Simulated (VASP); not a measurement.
# ZrS: single point with PBEsol

The system is ZrS.

```
Zr S
1.0
     0.00000    2.66096    2.55452
     2.66096    0.00000    2.55452
     2.66096    2.66096    0.00000
Zr S
1 1
Direct
  0.00000 0.00000 0.00000
  0.50000 0.50000 0.50000
```

This cell differs from its parent crystal: ratio of the length along z to the lengths across it x 0.96, volume and fractional coordinates fixed.

```
Program             : VASP 6.6.1
Task                : single point
Functional          : PBEsol
Potentials or basis : VASP PAW PBE potentials, release 64 (Zr_sv, S)
Cutoff              : 520 eV
k mesh              : 18 × 18 × 18
Occupations         : gaussian, width 0.15 eV
Spin                : no spin polarisation
```

The pressure is -5.6 GPa. The band gap on the k mesh is zero (bands 9 and 10 overlap by 2.88 eV).

Stress tensor (GPa, compression positive):
```
-9.27  0.00  0.00
 0.00 -9.27  0.00
 0.00  0.00  1.66
```

Levels at points of the mesh, in eV from the Fermi level:
```
           k point  band 5  band 6  band 7  band 8  band 9  band 10  band 11  band 12  band 13  band 14
(0.00, 0.00, 0.00)  -15.81   -3.54   -3.54   -3.42   -1.49    -1.49    -1.07    -0.76    -0.68     1.92
(0.50, 0.00, 0.00)  -14.24   -8.02   -5.98   -5.95    1.39     1.57     1.81     1.88     5.30     5.58
(0.50, 0.50, 0.00)  -14.93   -6.06   -4.57   -4.57   -3.43     0.65     2.33     2.33     2.79     3.32
(0.50, 0.00, 0.50)  -14.98   -6.33   -4.39   -4.36   -3.45     0.43     2.25     2.49     2.82     3.29
```

Run time: 100 s on 1 thread of Intel(R) Xeon(R) 6975P-C (Granite Rapids), with other jobs on the host, peak memory 0.37 GiB.

Caveat: the stress differs along the axes, from -9 to 2 GPa; the PAW data sets were made with another functional, which shifts forces and pressure a little.
